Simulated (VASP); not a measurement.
# TiSi5O12 (P1) in VASP: notebook

TiSi5O12 is run at these levels: PBE; tasks: relaxation of cell and atoms.

Program: VASP 6.6.1. These are calculated values, not measurements. Logs are shortened: lines on timing, memory, paths and dates and some standing lists are left out, and cuts for length are marked.

## Step 1: The cell of the first run

The typed cell holds 18 atoms: a = 4.711 Å, b = 4.711 Å, c = 6.148 Å, α = 71.87°, β = 71.87°, γ = 72.72°.

## Step 2: Relaxation of cell and atoms, PBE

File INCAR:

```
PREC     = Accurate       # precision mode
ENCUT    = 600            # plane-wave cutoff, eV
EDIFF    = 1E-6           # SCF threshold, eV
ISMEAR   = 0              # smearing method
SIGMA    = 0.1            # smearing width, eV
LREAL    = Auto         
LASPH    = True           # aspherical terms in the spheres
NELM     = 60             # most SCF steps
ALGO     = Normal         # electronic algorithm
ISIF     = 3              # what is computed and relaxed
LWAVE    = False          # write WAVECAR
LCHARG   = False          # write CHGCAR
GGA      = PE             # functional
IBRION   = 2              # ionic algorithm
NSW      = 70             # ionic steps
EDIFFG   = -0.04          # ionic threshold
ISYM     = 0
```

File KPOINTS:

```
Automatic mesh
0
Gamma
  3 3 2
  0 0 0.5
```

File POSCAR:

```
TiSi5O12
1.0
    0.0000000000     -3.9497642800      2.5673467800
   -3.9497642800      0.0000000000      2.5673467800
   -3.9497642800     -3.9497642800     -2.5673467800
O Si Ti
12 5 1
Direct
    0.2307403392      0.2296090979      0.4681702265
    0.5600416401      0.5620718262      0.1321055890
    0.8988151327      0.8906167310      0.8022501075
    0.1040350512      0.1105450686      0.2086304451
    0.4349439136      0.4315573186      0.8701848461
    0.7702829831      0.7605952308      0.5355835054
    0.6413316170      0.0284374285      0.1716564577
    0.9749348939      0.3657980831      0.8316703366
    0.3073011180      0.6967297666      0.4902276000
    0.0285758524      0.6311162273      0.1698869758
    0.3619705279      0.9703047562      0.8358894806
    0.6919246636      0.3068350360      0.5016976039
    0.3353705855      0.3338680549      0.6640019160
    0.6665216202      0.6706399791      0.3317380906
    0.0035994649      0.0058935153      0.9908579279
    0.6687048577      0.6579520955      0.8328191663
    0.0022252523      0.0013630758      0.5006170593
    0.3343990011      0.3325239460      0.1659203736
```

Potentials or basis: VASP PAW PBE potentials, release 64 (O, Si, Ti_sv).

Run with:

```sh
cat potpaw_PBE.64/O/POTCAR potpaw_PBE.64/Si/POTCAR potpaw_PBE.64/Ti_sv/POTCAR > POTCAR
mpirun -np 1 vasp_std > vasp.out
```

OUTCAR:

```text
PREC = Accurate
   ENCUT = 600
   EDIFF = 1E-6
   ISMEAR = 0
   LREAL = Auto
   LASPH = True
   NELM = 60
   ISIF = 3
   GGA = PE
   IBRION = 2
   NSW = 70
   EDIFFG = -0.04
   ISYM = 0

 ion  position               nearest neighbor table
   1  0.231  0.230  0.468-  17 1.67  13 1.68  18 1.72
   2  0.560  0.562  0.132-  18 1.66  16 1.70  14 1.72
   3  0.899  0.891  0.802-  15 1.67  16 1.69  17 1.71
   4  0.104  0.111  0.209-  18 1.63  17 1.66  15 1.79
   5  0.435  0.432  0.870-  16 1.67  18 1.68  13 1.70
   6  0.770  0.761  0.536-  14 1.68  16 1.69  17 1.72
   7  0.641  0.028  0.172-  14 1.66  18 1.71  15 1.72
   8  0.975  0.366  0.832-  15 1.66  16 1.67  13 1.68
   9  0.307  0.697  0.490-  14 1.66  13 1.70  17 1.70
  10  0.029  0.631  0.170-  14 1.67  18 1.69  15 1.76
  11  0.362  0.970  0.836-  15 1.65  13 1.70  16 1.73
  12  0.692  0.307  0.502-  13 1.66  14 1.70  17 1.72
  13  0.335  0.334  0.664-  12 1.66   1 1.68   8 1.68  11 1.70   9 1.70   5 1.70  15 2.53  14 2.57
                            16 3.05  17 3.06  16 3.06  17 3.07  17 3.07  16 3.11
  14  0.667  0.671  0.332-   7 1.66   9 1.66  10 1.67   6 1.68  12 1.70   2 1.72  13 2.57  15 2.60
                            17 3.06  16 3.07  17 3.08  16 3.08  17 3.09
  15  0.004  0.006  0.991-  11 1.65   8 1.66   3 1.67   7 1.72  10 1.76   4 1.79  13 2.53  14 2.60
                            16 3.01  17 3.02  16 3.08  16 3.10  17 3.13
  16  0.669  0.658  0.833-   5 1.67   8 1.67   6 1.69   3 1.69   2 1.70  11 1.73  18 2.55  17 2.59
                            15 3.01  13 3.05  13 3.06  14 3.07  15 3.08  14 3.08  15 3.10  13 3.11
  17  0.002  0.001  0.501-   4 1.66   1 1.67   9 1.70   3 1.71  12 1.72   6 1.72  18 2.56  16 2.59
                            15 3.02  13 3.06  14 3.06  13 3.07  13 3.07  14 3.08  14 3.09  15 3.13
  18  0.334  0.333  0.166-   4 1.63   2 1.66   5 1.68  10 1.69   7 1.71   1 1.72  16 2.55  17 2.56

IMPORTANT INFORMATION: All symmetrisations will be switched off!
NOSYMM: (Re-)initialisation of all symmetry stuff for point group C_1.

----------------------------------------------------------------------------------------

                                     Primitive cell

  volume of cell :     120.1567

  direct lattice vectors                    reciprocal lattice vectors
     0.000000000 -3.949764280  2.567346780     0.084393222 -0.168786444  0.129835726
    -3.949764280  0.000000000  2.567346780    -0.168786444  0.084393222  0.129835726
    -3.949764280 -3.949764280 -2.567346780    -0.084393222 -0.084393222 -0.129835726

  length of vectors
     4.710828733  4.710828733  6.147564170     0.229059807  0.229059807  0.176356876

  position of ions in fractional coordinates (direct lattice)
     0.230740339  0.229609098  0.468170226
     0.560041640  0.562071826  0.132105589
     0.898815133  0.890616731  0.802250108
     0.104035051  0.110545069  0.208630445
     0.434943914  0.431557319  0.870184846
     0.770282983  0.760595231  0.535583505
[... 10 lines left out ...]
     0.002225252  0.001363076  0.500617059
     0.334399001  0.332523946  0.165920374

  ion indices of the primitive-cell ions
   primitive index   ion index
                 1           1
                 2           2
                 3           3
                 4           4
                 5           5
                 6           6
[... 10 lines left out ...]
                17          17
                18          18

----------------------------------------------------------------------------------------

 KPOINTS: Automatic mesh

Automatic generation of k-mesh.
 Grid dimensions read from file:
 generate k-points for:    3    3    2

 Generating k-lattice:

  Cartesian coordinates                     Fractional coordinates (reciprocal lattice)
     0.028131074 -0.056262148  0.043278575     0.333333333  0.000000000  0.000000000
    -0.056262148  0.028131074  0.043278575     0.000000000  0.333333333  0.000000000
    -0.042196611 -0.042196611 -0.064917863     0.000000000  0.000000000  0.500000000

  Length of vectors
     0.076353269  0.076353269  0.088178438

  Shift w.r.t. Gamma in fractional coordinates (k-lattice)
     0.000000000  0.000000000  0.500000000

 Subroutine IBZKPT returns following result:
 ===========================================

 Found      9 irreducible k-points:

 Following reciprocal coordinates:
            Coordinates               Weight
  0.000000  0.000000  0.250000      2.000000
  0.333333  0.000000  0.250000      2.000000
 -0.000000 -0.333333 -0.250000      2.000000
 -0.333333 -0.000000  0.250000      2.000000
  0.000000  0.333333 -0.250000      2.000000
  0.333333  0.333333  0.250000      2.000000
 -0.333333  0.333333  0.250000      2.000000
 -0.333333  0.333333 -0.250000      2.000000
 -0.333333 -0.333333  0.250000      2.000000
   k-points           NKPTS =      9   k-points in BZ     NKDIM =      9   number of bands    NBANDS=     62
   number of dos      NEDOS =    301   number of ions     NIONS =     18
   total plane-waves  NPLWV =  80000
   dimension x,y,z NGX =    40 NGY =   40 NGZ =   50
   dimension x,y,z NGXF=    80 NGYF=   80 NGZF=  100
   ions per type =              12   5   1
   NGX,Y,Z   is equivalent  to a cutoff of  14.12, 14.12, 13.52 a.u.
   NGXF,Y,Z  is equivalent  to a cutoff of  28.23, 28.23, 27.04 a.u.
 SYSTEM =  unknown system
   PREC   = accura    normal or accurate (medium, high low for compatibility)
   ISTART =      0    job   : 0-new  1-cont  2-samecut
   ICHARG =      2    charge: 1-file 2-atom 10-const
   ISPIN  =      1    spin polarized calculation?
   LNONCOLLINEAR =      F non collinear calculations
   LSORBIT =      F    spin-orbit coupling
   LASPH  =      T    aspherical Exc in radial PAW
   ENCUT  =  600.0 eV  44.10 Ry    6.64 a.u.   9.41  9.41 12.28*2*pi/ulx,y,z
   NELM   =     60;   NELMIN=  2; NELMDL= -5     # of ELM steps
   EDIFF  = 0.1E-05   stopping-criterion for ELM
   LREAL  =      T    real-space projection
   EDIFFG = -.4E-01   stopping-criterion for IOM
   NSW    =     70    number of steps for IOM
   IBRION =      2    ionic relax: 0-MD 1-quasi-New 2-CG
   NFREE  =      1    steps in history (QN), initial steepest desc. (CG)
   ISIF   =      3    stress and relaxation
   ISYM   =      0    0-nonsym 1-usesym 2-fastsym
   POTIM  = 0.5000    time-step for ionic-motion
   TEBEG  =    0.0;   TEEND  =   0.0 temperature during run
   PSTRESS=    0.0 pullay stress
   NELECT =     104.0000    total number of electrons
   NUPDOWN=      -1.0000    fix difference up-down
   EMIN   =  10.00;   EMAX   =-10.00  energy-range for DOS
   EFERMI =   0.00;   METHOD = LEGACY
   ISMEAR =     0;   SIGMA  =   0.10  broadening in eV -4-tet -1-fermi 0-gaus
   EFERMI_NEDOS =   21; number of points for ismear=-14 and -15
   IALGO  =     38    algorithm
   IMIX   =      4    mixing-type and parameters
     AMIX     =   0.40;   BMIX     =  1.00
     AMIX_MAG =   1.60;   BMIX_MAG =  1.00
  volume/ion in A,a.u.               =       6.68        45.05
  Fermi-wavevector in a.u.,A,eV,Ry     =   1.560163  2.948280 33.118046  2.434108
  Thomas-Fermi vector in A             =   2.663415
   LORBIT       =      0    0 simple, 1 ext, 2 COOP (PROOUT), +10 PAW based schemes
   GGA     = PE    functional components
   LHFCALC =     F    Hartree Fock is set to
   AEXX    =    0.0000 exact exchange contribution
   IVDW    =     0    specifies the selected vdW correction
   LEPSILON=     F    determine dielectric tensor
   LRPA    =     F    only Hartree local field effects (RPA)
 conjugate gradient relaxation of ions
 non-spin polarized calculation
 Gauss-broadening in eV      SIGMA  =   0.10
  energy-cutoff  :      600.00
  volume of cell :      120.16
 maximum number of plane-waves:      4023
 NGX is ok and might be reduce to    40
   NGX = 19   NGY = 19   NGZ = 25

--------------------------------------- Ionic step        1  -------------------------------------------

 number of electron     103.9999988 magnetization

 Free energy of the ion-electron system (eV)
  ---------------------------------------------------
  ext. energy  EPLUGINS =         0.00000000
  ---------------------------------------------------
  free energy    TOTEN  =      -129.89264185 eV

  energy without entropy =     -129.89264185  energy(sigma->0) =     -129.89264185

 E-fermi :  10.7835     XC(G=0): -13.2273

 val. band max:       10.2989455309   @ k =   0.0000   0.0000   0.2500
 cond. band min:      14.2021970542   @ k =   0.0000   0.0000   0.2500
 fundamental gap:      3.9032515233
 Fermi energy:        10.7835447026

 k-point     1 :       0.0000    0.0000    0.2500
  band No.  band energies     occupation
      1     -45.1315      2.00000
      2     -22.6104      2.00000
      3     -21.9525      2.00000
      4     -21.8374      2.00000
      5     -13.2329      2.00000
      6     -11.6600      2.00000
[... 623 lines left out ...]
  energy  without entropy=     -129.8926418488  energy(sigma->0) =     -129.89264185

--------------------------------------- Ionic step        2  -------------------------------------------

 number of electron     103.9999979 magnetization

 E-fermi :   3.1174     XC(G=0):  -9.9912

 val. band max:        3.0661957317   @ k =   0.3333   0.0000   0.2500
 cond. band min:       3.1918972717   @ k =   0.0000   0.0000   0.2500
 fundamental gap:      0.1257015400
 Fermi energy:         3.1174193751

 k-point     1 :       0.0000    0.0000    0.2500
  band No.  band energies     occupation
      1     -55.6870      2.00000
      2     -31.8957      2.00000
      3     -31.8511      2.00000
      4     -31.7581      2.00000
      5     -17.4294      2.00000
      6     -15.3531      2.00000
[... 671 lines left out ...]
  FREE ENERGIE OF THE ION-ELECTRON SYSTEM (eV)
  ---------------------------------------------------
  free  energy   TOTEN  =      -139.7126453673 eV

  energy  without entropy=     -139.7126453673  energy(sigma->0) =     -139.71264537

[... ionic steps 4 to 16 ...]

--------------------------------------- Ionic step       17  -------------------------------------------

 number of electron     104.0000008 magnetization

------------------------ aborting loop because EDIFF is reached ----------------------------------------

  FORCE on cell =-STRESS in cart. coord.  units (eV):
  Direction    XX          YY          ZZ          XY          YZ          ZX
  --------------------------------------------------------------------------------------
  -------------------------------------------------------------------------------------
  Total       -0.0475498     -0.0565899      0.3520887     -0.1086674      0.0058648      0.0216438
  in kB       -0.4983506     -0.5930961      3.6901021     -1.1389002      0.0614671      0.2268400
  external PRESSURE =       0.8662185 kB  Pullay stress =       0.0000000 kB
[... 89 lines left out ...]
  energy  without entropy=     -141.7199749892  energy(sigma->0) =     -141.71997499

--------------------------------------- Ionic step       19  -------------------------------------------

 number of electron     104.0000009 magnetization

 Free energy of the ion-electron system (eV)
  ---------------------------------------------------
  ext. energy  EPLUGINS =         0.00000000
  ---------------------------------------------------
  free energy    TOTEN  =      -141.72037552 eV

  energy without entropy =     -141.72037552  energy(sigma->0) =     -141.72037552

 E-fermi :   7.5851     XC(G=0): -11.9196

 val. band max:        6.9506651993   @ k =   0.0000   0.0000   0.2500
 cond. band min:       9.0651883173   @ k =  -0.3333  -0.3333   0.2500
 fundamental gap:      2.1145231180
 Fermi energy:         7.5851359003

 k-point     1 :       0.0000    0.0000    0.2500
  band No.  band energies     occupation
      1     -50.1970      2.00000
      2     -26.6310      2.00000
      3     -26.4987      2.00000
      4     -26.3664      2.00000
      5     -14.3094      2.00000
      6     -13.1914      2.00000
[... 619 lines left out ...]
  FREE ENERGIE OF THE ION-ELECTRON SYSTEM (eV)
  ---------------------------------------------------
  free  energy   TOTEN  =      -141.7203755226 eV

  energy  without entropy=     -141.7203755226  energy(sigma->0) =     -141.72037552

 reached required accuracy - stopping structural energy minimisation
```

Run time: 27 min. Hardware: 1 thread of Intel Xeon Platinum 8488C (Sapphire Rapids), shared host; peak memory 0.3 GiB.

What came out:

```yaml
Free_energy: -141.7204 eV
Relaxed_volume: 8.49 Å³/atom
Relaxed_cell: a = 5.110 Å, b = 5.111 Å, c = 6.642 Å, α = 71.52°, β = 71.53°, γ = 73.77°
Space_group_after_relaxing_to_0.1_Å: C2/m (No. 12)
Pressure_after_relaxing: -0.1 GPa
Largest_force_after_relaxing: 0.035 eV/Å
Band_gap_on_the_k_mesh: 2.11 eV
```

Forces on the atoms (eV/Å):
```
O   -0.006 -0.004 -0.010
O   -0.007 -0.002  0.004
O    0.005 -0.001 -0.002
O   -0.003  0.012 -0.011
O    0.005  0.003  0.002
O    0.000 -0.007  0.003
O    0.013 -0.025  0.002
O    0.006 -0.005  0.003
O    0.004  0.003  0.005
O   -0.011  0.022  0.006
O    0.002  0.006  0.005
O   -0.010 -0.002  0.000
Si  -0.002  0.000 -0.003
Si   0.002  0.005  0.013
Si  -0.001  0.000 -0.006
Si  -0.009 -0.007 -0.033
Si  -0.002 -0.001  0.022
Ti   0.014  0.005  0.000
```

Final structure:
```
CELL_PARAMETERS angstrom
0.02946 -4.30814 2.74815
-4.30889 0.02936 2.74829
-4.27699 -4.27613 -2.74438
ATOMIC_POSITIONS crystal
O 0.21801 0.21632 0.48279
O 0.58213 0.58037 0.11875
O 0.89937 0.89784 0.79331
O 0.08686 0.08491 0.21467
O 0.45022 0.44872 0.85112
O 0.76874 0.76741 0.54026
O 0.64945 0.01729 0.16681
O 0.97921 0.35881 0.83912
O 0.30792 0.68732 0.49459
O 0.01891 0.64792 0.16710
O 0.36035 0.97768 0.83922
O 0.68901 0.30626 0.49441
Si 0.33427 0.33249 0.66712
Si 0.66785 0.66623 0.33335
Si 0.00055 0.99898 0.00052
Si 0.67176 0.67003 0.83085
Si 0.99672 0.99497 0.50257
Ti 0.33438 0.33290 0.16735
```

Levels at points of the mesh, in eV from the valence-band top:
| k point | band 50 | band 51 | band 52 | band 53 | band 54 | band 55 |
| --- | --- | --- | --- | --- | --- | --- |
| (0.00, 0.00, 0.25) | -0.75 | -0.70 | 0.00 | 2.12 | 2.70 | 2.96 |

Caveat: the k points lie up to 0.52 Å⁻¹ apart in the final cell; the volume moved by over 15 % at a fixed basis, so the end points are rough; a shifted mesh leaves out Γ, where band edges can lie. A k mesh can miss the band edges.

## Step 3: Relaxation of cell and atoms, PBE

File INCAR:

```
SYSTEM = TiSi5O12
ALGO = Normal
EDIFF = 1E-6
EDIFFG = -0.04
ENCUT = 600
GGA = PE
IBRION = 2
ISIF = 3
ISMEAR = 0
ISYM = 0
LASPH = .TRUE.
LCHARG = .FALSE.
LREAL = Auto
LWAVE = .FALSE.
NELM = 80
NSW = 70
PREC = Accurate
SIGMA = 0.1
```

KPOINTS is that of step 2.

File POSCAR:

```
TiSi5O12
1.0
    0.0000000000     -3.9497642800      2.5673467800
   -3.9497642800      0.0000000000      2.5673467800
   -3.9497642800     -3.9497642800     -2.5673467800
O Si Ti
12 5 1
Direct
    0.2276808641      0.2275589716      0.4587820469
    0.5740972804      0.5642680978      0.1289649874
    0.8949405558      0.8948401823      0.7972356421
    0.0993415155      0.0967743156      0.1981633395
    0.4180319652      0.4404850719      0.8664572850
    0.7636337753      0.7765398578      0.5378048394
    0.6396376212      0.0287475821      0.1659164728
    0.9668210000      0.3616819995      0.8359780856
    0.3043564580      0.6980345176      0.4999287245
    0.0297620984      0.6293155932      0.1626040485
    0.3631748890      0.9759996449      0.8347002213
    0.6967001588      0.3025272428      0.5041324309
    0.3342152927      0.3254262662      0.6676612951
    0.0054795440      0.0071983327      0.9927403432
    0.3353319564      0.3301656496      0.1707558045
    0.6623933919      0.6598863292      0.8330824836
    0.9948640039      0.9973328364      0.5021149104
    0.6714222996      0.6670680324      0.3292318607
```

Potentials or basis: VASP PAW PBE potentials, release 64 (O, Si, Ti_sv).

Run with:

```sh
cat potpaw_PBE.64/O/POTCAR potpaw_PBE.64/Si/POTCAR potpaw_PBE.64/Ti_sv/POTCAR > POTCAR
mpirun -np 1 vasp_std > vasp.out
```

Run time: 28 min. Hardware: 1 thread of Intel Xeon Platinum 8488C (Sapphire Rapids), shared host; peak memory 0.3 GiB.

Results (log left out):

| Item | Value |
| --- | --- |
| Free energy | -141.8064 eV |
| Relaxed volume | 8.49 Å³/atom |
| Relaxed cell | a = 5.101 Å, b = 5.107 Å, c = 6.711 Å, α = 70.99°, β = 71.07°, γ = 72.79° |
| Space group after relaxing (to 0.1 Å) | C2/m (No. 12) |
| Pressure after relaxing | -0.1 GPa |
| Largest force after relaxing | 0.024 eV/Å |
| Band gap on the k mesh | 2.03 eV (least direct gap 2.05 eV) |

Forces in eV/Å, atoms in the order of the input:
```
O   -0.015  0.005 -0.010
O   -0.001  0.000  0.000
O   -0.023 -0.002  0.001
O    0.010 -0.008  0.011
O    0.012  0.005 -0.003
O    0.008 -0.014 -0.016
O    0.004 -0.023  0.004
O   -0.006 -0.003  0.003
O    0.006 -0.013  0.000
O   -0.004  0.019  0.005
O    0.002  0.001  0.002
O   -0.002  0.019 -0.003
Si   0.011  0.007  0.017
Si   0.003 -0.001 -0.015
Si   0.000  0.010 -0.018
Si   0.004 -0.011 -0.006
Si  -0.007 -0.002  0.020
Ti   0.001  0.011  0.008
```

Stress tensor (GPa, compression positive):
```
-0.10  0.05  0.01
 0.05 -0.09  0.01
 0.01  0.01 -0.11
```

Final structure:
```
O Si Ti
1.0
    -0.01937   -4.29892    2.74599
    -4.30527   -0.01939    2.74603
    -4.33032   -4.32410   -2.75474
O Si Ti
12 5 1
Cartesian
  -2.9735 -2.9763 -0.0079
  -2.9274 -2.9297 2.7639
  -7.3402 -7.3372 2.7163
  -1.3407 -1.3296 -0.0042
  -5.6286 -5.6120 0.0088
  -5.7118 -5.6943 2.7175
  -0.8757 -3.4361 1.4775
  -5.1588 -7.7908 1.3626
  -5.1692 -3.4441 1.2559
  -3.4504 -0.8829 1.4790
  -7.8107 -5.1571 1.3625
  -3.4577 -5.1695 1.2546
  -4.3249 -4.3166 -0.0404
  -4.3221 -4.3139 -2.7271
  -2.1245 -2.1233 1.3959
  -6.4857 -6.4729 1.3633
  -6.5120 -6.5047 4.0841
  -4.3165 -4.3153 2.7395
```

Levels at points of the mesh, in eV from the valence-band top:
| k point | band 49 | band 50 | band 51 | band 52 | band 53 | band 54 | band 55 | band 56 |
| --- | --- | --- | --- | --- | --- | --- | --- | --- |
| (0.00, 0.00, 0.25) | -0.94 | -0.78 | -0.66 | 0.00 | 2.05 | 2.60 | 2.68 | 5.43 |

Caveat: the k points lie up to 0.51 Å⁻¹ apart in the final cell; the volume moved by over 15 % at a fixed basis, so the end points are rough; a shifted mesh leaves out Γ, where band edges can lie.
